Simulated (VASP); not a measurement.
# Cd3InO (P4mm) in VASP: further runs

Cd3InO is run at these levels: PBE; tasks: single point, relaxation of cell and atoms.

Everything below comes from runs of VASP 6.6.1. Logs are shortened: lines on timing, memory, paths and dates and some standing lists are left out, and cuts for length are marked.

### Step 1. The cell of the first run

Symmetry: P4mm, No. 99, tetragonal system. The conventional cell has a = 3.929 Å, b = 3.929 Å, c = 6.685 Å, α = 90.00°, β = 90.00°, γ = 90.00°. Within 2.2 Å of Cd (site symmetry 4mm) lie 1 O at 1.66 Å and 1 In at 2.05 Å. Cd (site symmetry 2mm) has 2 O at 1.97 Å and 6 Cd at 2.67 to 2.78 Å within 2.8 Å. In (site symmetry 4mm) has 1 Cd at 2.05 Å within 2.7 Å. O (site symmetry 4mm) has 5 Cd at 1.66 to 1.97 Å within 2.2 Å.

The cell was built from a structure type or drawn by symmetry, and may not be a known phase.

### Step 2. Single point, PBE

Input file INCAR:

```
SYSTEM = Cd3InO
  PREC = Accurate
  ENCUT = 520
  EDIFF = 1E-7
  ISMEAR = 0
  SIGMA = 0.1
  LREAL = .FALSE.
  LASPH = .TRUE.
  NELM = 100
  ALGO = Normal
  ISIF = 2
  LWAVE = .FALSE.
  LCHARG = .FALSE.
  GGA = PE
  NBANDS = 36
```

Input file KPOINTS:

```
regular mesh
0
G
  4 4 4
  0 0 0
```

Input file POSCAR:

```
Cd3InO
1.0
    3.9287339700      0.0000000000      0.0000000000
    0.0000000000      3.9287339700      0.0000000000
    0.0000000000      0.0000000000      6.6852133600
Cd In O
3 1 1
Direct
    0.0000000000      0.0000000000      0.7124063800
    0.5000000000      0.0000000000      0.4414189600
    0.0000000000      0.5000000000      0.4414189600
    0.0000000000      0.0000000000      0.0193621900
    0.0000000000      0.0000000000      0.4644610600
```

Potentials or basis: VASP PAW PBE potentials, release 64 (Cd, In_d, O).

Command:

```
> cat potpaw_PBE.64/Cd/POTCAR potpaw_PBE.64/In_d/POTCAR potpaw_PBE.64/O/POTCAR > POTCAR
> mpirun -np 1 vasp_std > vasp.out
```

OUTCAR:

```text
SYSTEM = Cd3InO
   PREC = Accurate
   ENCUT = 520
   EDIFF = 1E-7
   ISMEAR = 0
   LREAL = .FALSE.
   LASPH = .TRUE.
   NELM = 100
   ISIF = 2
   GGA = PE

 ion  position               nearest neighbor table
   1  0.000  0.000  0.712-   5 1.66   4 2.05   2 2.67   3 2.67   3 2.67   2 2.67
   2  0.500  0.000  0.441-   5 1.97   5 1.97   1 2.67   1 2.67   3 2.78   3 2.78   3 2.78   3 2.78
                             4 3.44   4 3.44
   3  0.000  0.500  0.441-   5 1.97   5 1.97   1 2.67   1 2.67   2 2.78   2 2.78   2 2.78   2 2.78
                             4 3.44   4 3.44
   4  0.000  0.000  0.019-   1 2.05   5 2.98   3 3.44   2 3.44   3 3.44   2 3.44
   5  0.000  0.000  0.464-   1 1.66   2 1.97   3 1.97   3 1.97   2 1.97   4 2.98

  LATTYP: Found a simple tetragonal cell.
 ALAT       =     3.9287339700
 C/A-ratio  =     1.7016202703

  Lattice vectors:

 A1 = (   3.9287339700,   0.0000000000,   0.0000000000)
 A2 = (   0.0000000000,   3.9287339700,   0.0000000000)
 A3 = (   0.0000000000,   0.0000000000,   6.6852133600)

Analysis of symmetry for initial positions (statically):
=====================================================================
 Subroutine PRICEL returns:
 Original cell was already a primitive cell.

 Routine SETGRP: Setting up the symmetry group for a
 simple tetragonal supercell.

 Subroutine GETGRP returns: Found  8 space group operations
 (whereof  8 operations were pure point group operations)
 out of a pool of 16 trial point group operations.

The static configuration has the point symmetry C_4v.

Analysis of symmetry for dynamics (positions and initial velocities):
=====================================================================
 Subroutine PRICEL returns:
 Original cell was already a primitive cell.

 Routine SETGRP: Setting up the symmetry group for a
 simple tetragonal supercell.

 Subroutine GETGRP returns: Found  8 space group operations
 (whereof  8 operations were pure point group operations)
 out of a pool of 16 trial point group operations.

The dynamic configuration has the point symmetry C_4v.

 Subroutine INISYM returns: Found  8 space group operations
 (whereof  8 operations are pure point group operations),
 and found     1 'primitive' translations

----------------------------------------------------------------------------------------

                                     Primitive cell

  volume of cell :     103.1859

  direct lattice vectors                    reciprocal lattice vectors
     3.928733970  0.000000000  0.000000000     0.254534923  0.000000000  0.000000000
     0.000000000  3.928733970  0.000000000     0.000000000  0.254534923  0.000000000
     0.000000000  0.000000000  6.685213360     0.000000000  0.000000000  0.149583857

  length of vectors
     3.928733970  3.928733970  6.685213360     0.254534923  0.254534923  0.149583857

  position of ions in fractional coordinates (direct lattice)
     0.000000000  0.000000000  0.712406380
     0.500000000  0.000000000  0.441418960
     0.000000000  0.500000000  0.441418960
     0.000000000  0.000000000  0.019362190
     0.000000000  0.000000000  0.464461060

  ion indices of the primitive-cell ions
   primitive index   ion index
                 1           1
                 2           2
                 3           3
                 4           4
                 5           5

----------------------------------------------------------------------------------------

 KPOINTS: regular mesh

Automatic generation of k-mesh.
 Grid dimensions read from file:
 generate k-points for:    4    4    4

 Generating k-lattice:

  Cartesian coordinates                     Fractional coordinates (reciprocal lattice)
     0.063633731  0.000000000  0.000000000     0.250000000  0.000000000  0.000000000
     0.000000000  0.063633731  0.000000000     0.000000000  0.250000000  0.000000000
     0.000000000  0.000000000  0.037395964     0.000000000  0.000000000  0.250000000

  Length of vectors
     0.063633731  0.063633731  0.037395964

  Shift w.r.t. Gamma in fractional coordinates (k-lattice)
     0.000000000  0.000000000  0.000000000

 Subroutine IBZKPT returns following result:
 ===========================================

 Found     18 irreducible k-points:

 Following reciprocal coordinates:
            Coordinates               Weight
  0.000000  0.000000  0.000000      1.000000
  0.250000  0.000000  0.000000      4.000000
  0.500000  0.000000  0.000000      2.000000
  0.250000  0.250000  0.000000      4.000000
  0.500000  0.250000  0.000000      4.000000
  0.500000  0.500000  0.000000      1.000000
[... 10 lines left out ...]
  0.500000  0.250000  0.500000      4.000000
  0.500000  0.500000  0.500000      1.000000
   k-points           NKPTS =     18   k-points in BZ     NKDIM =     18   number of bands    NBANDS=     36
   number of dos      NEDOS =    301   number of ions     NIONS =      5
   total plane-waves  NPLWV =  45000
   dimension x,y,z NGX =    30 NGY =   30 NGZ =   50
   dimension x,y,z NGXF=    60 NGYF=   60 NGZF=  100
   ions per type =               3   1   1
   NGX,Y,Z   is equivalent  to a cutoff of  12.69, 12.69, 12.43 a.u.
   NGXF,Y,Z  is equivalent  to a cutoff of  25.39, 25.39, 24.87 a.u.
 SYSTEM =  Cd3InO
   PREC   = accura    normal or accurate (medium, high low for compatibility)
   ISTART =      0    job   : 0-new  1-cont  2-samecut
   ICHARG =      2    charge: 1-file 2-atom 10-const
   ISPIN  =      1    spin polarized calculation?
   LNONCOLLINEAR =      F non collinear calculations
   LSORBIT =      F    spin-orbit coupling
   LASPH  =      T    aspherical Exc in radial PAW
   ENCUT  =  520.0 eV  38.22 Ry    6.18 a.u.   7.30  7.30 12.43*2*pi/ulx,y,z
   NELM   =    100;   NELMIN=  2; NELMDL= -5     # of ELM steps
   EDIFF  = 0.1E-06   stopping-criterion for ELM
   LREAL  =      F    real-space projection
   EDIFFG = 0.1E-05   stopping-criterion for IOM
   NSW    =      0    number of steps for IOM
   IBRION =     -1    ionic relax: 0-MD 1-quasi-New 2-CG
   NFREE  =      0    steps in history (QN), initial steepest desc. (CG)
   ISIF   =      2    stress and relaxation
   ISYM   =      2    0-nonsym 1-usesym 2-fastsym
   POTIM  = 0.5000    time-step for ionic-motion
   TEBEG  =    0.0;   TEEND  =   0.0 temperature during run
   PSTRESS=    0.0 pullay stress
   NELECT =      55.0000    total number of electrons
   NUPDOWN=      -1.0000    fix difference up-down
   EMIN   =  10.00;   EMAX   =-10.00  energy-range for DOS
   EFERMI =   0.00;   METHOD = LEGACY
   ISMEAR =     0;   SIGMA  =   0.10  broadening in eV -4-tet -1-fermi 0-gaus
   EFERMI_NEDOS =   21; number of points for ismear=-14 and -15
   IALGO  =     38    algorithm
   IMIX   =      4    mixing-type and parameters
     AMIX     =   0.40;   BMIX     =  1.00
     AMIX_MAG =   1.60;   BMIX_MAG =  1.00
  volume/ion in A,a.u.               =      20.64       139.27
  Fermi-wavevector in a.u.,A,eV,Ry     =   1.327360  2.508348 23.971913  1.761886
  Thomas-Fermi vector in A             =   2.456679
   LORBIT       =      0    0 simple, 1 ext, 2 COOP (PROOUT), +10 PAW based schemes
   GGA     = PE    functional components
   LHFCALC =     F    Hartree Fock is set to
   AEXX    =    0.0000 exact exchange contribution
   IVDW    =     0    specifies the selected vdW correction
   LEPSILON=     F    determine dielectric tensor
   LRPA    =     F    only Hartree local field effects (RPA)
 non-spin polarized calculation
 Gauss-broadening in eV      SIGMA  =   0.10
  energy-cutoff  :      520.00
  volume of cell :      103.19
 maximum number of plane-waves:      2805
 NGX is ok and might be reduce to    30
   NGX = 15   NGY = 15   NGZ = 25

 number of electron      55.0000033 magnetization

 Free energy of the ion-electron system (eV)
  ---------------------------------------------------
  ext. energy  EPLUGINS =         0.00000000
  ---------------------------------------------------
  free energy    TOTEN  =         2.34112342 eV

  energy without entropy =        2.35666771  energy(sigma->0) =        2.34889557

 E-fermi :   4.2905     XC(G=0): -10.2362

 val. band max:        4.2737436818   @ k =   0.2500   0.2500   0.5000
 cond. band min:       4.3541620209   @ k =   0.5000   0.0000   0.0000
 fundamental gap:      0.0804183391
 Fermi energy:         4.2905388362

 k-point     1 :       0.0000    0.0000    0.0000
  band No.  band energies     occupation
      1     -19.8972      2.00000
      2     -11.8632      2.00000
      3     -11.2863      2.00000
      4     -11.2863      2.00000
      5     -10.8625      2.00000
      6     -10.7775      2.00000
[... 28 lines left out ...]
     35      10.5330      0.00000
     36      10.9722      0.00000

 k-point     2 :       0.2500    0.0000    0.0000
  band No.  band energies     occupation
      1     -19.7132      2.00000
      2     -11.8484      2.00000
      3     -11.3098      2.00000
      4     -11.2865      2.00000
      5     -10.8353      2.00000
      6     -10.7878      2.00000
[... 28 lines left out ...]
     35      11.3429      0.00000
     36      12.1239      0.00000

 k-point     3 :       0.5000    0.0000    0.0000
  band No.  band energies     occupation
      1     -19.5154      2.00000
      2     -11.8277      2.00000
      3     -11.3369      2.00000
      4     -11.2868      2.00000
      5     -10.8081      2.00000
      6     -10.7981      2.00000
[... 28 lines left out ...]
     35      11.9464      0.00000
     36      12.1999      0.00000

 k-point     4 :       0.2500    0.2500    0.0000
  band No.  band energies     occupation
      1     -19.5266      2.00000
      2     -11.8331      2.00000
      3     -11.3107      2.00000
      4     -11.3102      2.00000
      5     -10.8071      2.00000
      6     -10.7996      2.00000
[... 28 lines left out ...]
     35      12.3627      0.00000
     36      12.8584      0.00000

 k-point     5 :       0.5000    0.2500    0.0000
  band No.  band energies     occupation
      1     -19.3254      2.00000
      2     -11.8112      2.00000
      3     -11.3387      2.00000
      4     -11.3112      2.00000
      5     -10.8113      2.00000
      6     -10.7787      2.00000
[... 421 lines left out ...]
 k-point    16 :       0.2500    0.2500    0.5000
  band No.  band energies     occupation
      1     -19.5139      2.00000
      2     -11.9758      2.00000
      3     -11.3018      2.00000
      4     -11.3009      2.00000
      5     -10.8068      2.00000
      6     -10.7996      2.00000
[... 28 lines left out ...]
     35      10.7754      0.00000
     36      12.2431      0.00000

 k-point    17 :       0.5000    0.2500    0.5000
  band No.  band energies     occupation
      1     -19.3122      2.00000
      2     -11.9556      2.00000
      3     -11.3178      2.00000
      4     -11.3002      2.00000
      5     -10.8114      2.00000
      6     -10.7788      2.00000
[... 28 lines left out ...]
     35      10.0940      0.00000
     36      10.6446      0.00000

 k-point    18 :       0.5000    0.5000    0.5000
  band No.  band energies     occupation
      1     -19.1063      2.00000
      2     -11.9320      2.00000
      3     -11.3171      2.00000
      4     -11.3171      2.00000
      5     -10.8247      2.00000
      6     -10.7496      2.00000
[... 28 lines left out ...]
     35      11.5507      0.00000
     36      11.9623      0.00000

------------------------ aborting loop because EDIFF is reached ----------------------------------------

  FORCE on cell =-STRESS in cart. coord.  units (eV):
  Direction    XX          YY          ZZ          XY          YZ          ZX
  --------------------------------------------------------------------------------------
  -------------------------------------------------------------------------------------
  Total       26.9549272     26.9549272     72.4821363      0.0000000      0.0000000      0.0000000
  in kB      418.5315762    418.5315762   1125.4366419      0.0000000      0.0000000      0.0000000
  external PRESSURE =     654.1665981 kB  Pullay stress =       0.0000000 kB

 VOLUME and BASIS-vectors are now :
 -----------------------------------------------------------------------------
  energy-cutoff  :      520.00
  volume of cell :      103.19
      direct lattice vectors                 reciprocal lattice vectors
     3.928733970  0.000000000  0.000000000     0.254534923  0.000000000  0.000000000
     0.000000000  3.928733970  0.000000000     0.000000000  0.254534923  0.000000000
     0.000000000  0.000000000  6.685213360     0.000000000  0.000000000  0.149583857

 POSITION                                       TOTAL-FORCE (eV/Angst)
 -----------------------------------------------------------------------------------
      0.00000      0.00000      4.76259         0.000000      0.000000      8.637053
      1.96437      0.00000      2.95098         0.000000      0.000000     -3.345881
      0.00000      1.96437      2.95098         0.000000      0.000000     -3.345881
      0.00000      0.00000      0.12944         0.000000     -0.000000     14.835677
      0.00000      0.00000      3.10502        -0.000000     -0.000000    -16.780969
 -----------------------------------------------------------------------------------
    total drift:                                0.000000      0.000000      0.001149

  FREE ENERGIE OF THE ION-ELECTRON SYSTEM (eV)
  ---------------------------------------------------
  free  energy   TOTEN  =         2.3411234217 eV

  energy  without entropy=        2.3566677150  energy(sigma->0) =        2.34889557
```

It took 39 s on 1 thread of Intel Xeon 6975P-C (Granite Rapids), shared host; peak memory 0.22 GiB.

Results:

```
Free energy            : 2.3411 eV
Pressure               : 65.4 GPa
Largest force          : 16.781 eV/Å
Band gap on the k mesh : zero (an odd number of electrons rules out a gap without spin polarisation)
```

Forces in eV/Å, atoms in the order of the input:
```
Cd    0.000   0.000   8.637
Cd    0.000   0.000  -3.346
Cd    0.000   0.000  -3.346
In    0.000   0.000  14.836
O     0.000   0.000 -16.781
```

Caveat: the k points lie up to 0.40 Å⁻¹ apart, too coarse for converged energies and pressures of a metal; spin-orbit coupling is left out, which moves the levels of the heavy elements; an odd number of electrons without spin polarisation forces a metal; a magnetic or distorted state may lie lower.

(Continued in part 2 of 3.)
